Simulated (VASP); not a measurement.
Input of a VASP 6.6.1 run:

File INCAR:

```
SYSTEM = LiH
PREC     = Accurate       ! precision mode
ENCUT    = 520            ! plane-wave cutoff, eV
EDIFF    = 1E-7           ! SCF threshold, eV
ISMEAR   = 0              ! smearing method
SIGMA    = 0.01           ! smearing width, eV
LREAL    = .FALSE.        ! projectors in reciprocal space
LASPH    = .TRUE.         ! aspherical terms in the spheres
NELM     = 80             ! most SCF steps
ALGO     = Normal         ! electronic algorithm
ISIF     = 2              ! what is computed and relaxed
LWAVE    = .FALSE.        ! write WAVECAR
LCHARG   = .FALSE.        ! write CHGCAR
GGA      = PS             ! functional
NBANDS   = 9              ! bands
```

File KPOINTS:

```
Automatic mesh
0
G
  10 10 10
  0 0 0
```

The input POSCAR:

```
LiH
1.0
    1.9571437956      1.9571437956      0.0000000000
   -1.9571437956      1.9571437956      0.0000000000
    0.0000000000      1.9571437956      1.9571437956
Li H
1 1
Direct
    0.0000000000      0.0000000000      0.0000000000
    0.5000000000      0.5000000000      0.0000000000
```

Potentials or basis: VASP PAW PBE potentials, release 64 (Li_sv, H).

The run is started by

```sh
$ cat potpaw_PBE.64/Li_sv/POTCAR potpaw_PBE.64/H/POTCAR > POTCAR
$ mpirun -np 1 vasp_std > vasp.out
```

What does it give for the band gap on the k mesh?

2.68 eV, direct.

 A k mesh can miss the band edges.
